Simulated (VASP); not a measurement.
**CuO: single point with PBE**

The system is CuO.

```xyz
4
Lattice="1.9773 -1.9783 0.1630 1.9773 1.9783 0.1630 -0.3834 0.0000 5.1353" Properties=species:S:1:pos:R:3 pbc="T T T"
Cu    0.9887    0.9891    0.0815
Cu    0.7970   -0.9891    2.6491
O     1.8815   -0.0003    1.4468
O     1.6898    0.0003    4.0144
```

This cell differs from its parent crystal: strain -0.050 along x and y, +0.000 along z.

```yaml
Program: VASP 6.6.1
Task: single point
Functional: PBE
Potentials_or_basis: VASP PAW PBE potentials, release 64 (Cu, O)
Cutoff: 520 eV
k_mesh: 16 × 16 × 10
Occupations: gaussian, width 0.15 eV
Spin: no spin polarisation
Dipole_correction: no
Further_INCAR_settings: ALGO = Normal; EDIFF = 1e-06; NBANDS = 25
```

```yaml
Pressure: 17.8 GPa
Largest_force: 0.074 eV/Å
Band_gap_on_the_k_mesh: zero (band 17 reaches 6.74 eV, above the bottom of band 18 at 5.57 eV)
```

Forces on the atoms (eV/Å):
```
Cu   0.000  0.000  0.000
Cu   0.000  0.000  0.000
O    0.000  0.074  0.000
O    0.000 -0.074  0.000
```

Stress tensor (GPa, compression positive):
```
17.96  0.00 -0.67
 0.00 17.82  0.00
-0.67  0.00 17.66
```

Levels at points of the mesh, in eV from the Fermi level:
```
           k point  band 13  band 14  band 15  band 16  band 17  band 18  band 19  band 20  band 21  band 22
(0.00, 0.00, 0.00)    -2.69    -2.62    -2.54    -2.30     0.67     0.68     1.66     6.34     7.55    14.20
(0.50, 0.00, 0.00)    -2.43    -2.15    -1.73    -1.64     0.23     0.43     3.27     6.31     6.93    11.50
(0.50, 0.50, 0.00)    -2.53    -2.53    -1.67    -1.25    -1.25     1.27     2.02     7.09    10.30    10.37
(0.00, 0.00, 0.50)    -2.58    -2.58    -1.66    -1.66     0.05     0.05     3.77     3.77    11.70    11.70
(0.50, 0.00, 0.50)    -2.67    -2.63    -2.18    -1.98    -0.07     0.69     4.13     6.18     8.56     9.69
(0.50, 0.50, 0.50)    -2.24    -2.24    -1.50    -1.50    -0.44    -0.44     3.92     3.92    11.52    11.52
```

It took 14 min on 1 thread of Oxide Virtual Turin-like Processor, on a shared host, peak memory 0.6 GiB.

Caveat: the cell differs from its parent crystal (strain -0.050 along x and y, +0.000 along z); semilocal functionals often make such compounds metallic where correlation or magnetic order opens a gap, which also shifts bond lengths.
